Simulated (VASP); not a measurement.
Set up this calculation in VASP 6.6.1, as the native input.

```
Task                   : single point
Functional             : PBE
Dispersion             : D3(BJ)
Potentials or basis    : VASP PAW PBE potentials, release 64 (B, N)
Cutoff                 : 520 eV
k mesh                 : 12 × 12 × 4
Occupations            : gaussian, width 0.05 eV
Spin                   : no spin polarisation
Dipole correction      : no
Further INCAR settings : ALGO = Normal; EDIFF = 1e-06; NBANDS = 16
```

The structure of BN lies in POSCAR:

```
BN
1.0
    2.5061233057      0.0000000000      0.0000000000
   -1.2530616528      2.1703664477      0.0000000000
    0.0000000000      0.0000000000      6.5973571420
B N
2 2
Direct
    0.0884643237      0.1769286474      0.4854487186
    0.3333333333      0.6666666667      0.0000000000
    0.0000000000      0.0000000000      0.0000000000
    0.6666666667      0.3333333333      0.5000000000
```

This cell differs from its parent crystal: atom 1 (B) moved by +0.384 Å along [1 2 0] and -0.096 Å along [0 0 1].

These files were run (other wordings do the same):

INCAR

```
SYSTEM = BN
PREC     = Accurate       ! precision mode
ENCUT    = 520            ! plane-wave cutoff, eV
EDIFF    = 1E-6           ! SCF threshold, eV
ISMEAR   = 0              ! smearing method
SIGMA    = 0.05           ! smearing width, eV
LREAL    = .FALSE.        ! projectors in reciprocal space
LASPH    = .TRUE.         ! aspherical terms in the spheres
NELM     = 100            ! most SCF steps
ALGO     = Normal         ! electronic algorithm
ISIF     = 2              ! what is computed and relaxed
LWAVE    = .FALSE.        ! write WAVECAR
LCHARG   = .FALSE.        ! write CHGCAR
GGA      = PE             ! functional
IVDW     = 12             ! dispersion correction
NBANDS   = 16             ! bands
```

KPOINTS

```
regular mesh
0
G
  12 12 4
  0 0 0
```

Potentials or basis: VASP PAW PBE potentials, release 64 (B, N).

Launch:

```console
$ cat potpaw_PBE.64/B/POTCAR potpaw_PBE.64/N/POTCAR > POTCAR
$ mpirun -np 1 vasp_std > vasp.out
```

It gave:

```json
{"Pressure": "16.3 GPa", "Largest force": "5.825 eV/Å", "Band gap on the k mesh": "1.63 eV, indirect (least direct gap 3.04 eV)", "Dispersion energy per atom": "-0.142 eV"}
```

Caveat: the cell differs from its parent crystal (atom 1 (B) moved by +0.384 Å along [1 2 0] and -0.096 Å along [0 0 1]); forces of over 1 eV/Å act on the atoms, so gaps and moduli don't describe the material at rest.

Wall time 43 s on 1 thread of Intel(R) Xeon(R) 6975P-C (Granite Rapids), on a shared host, peak memory 0.21 GiB.
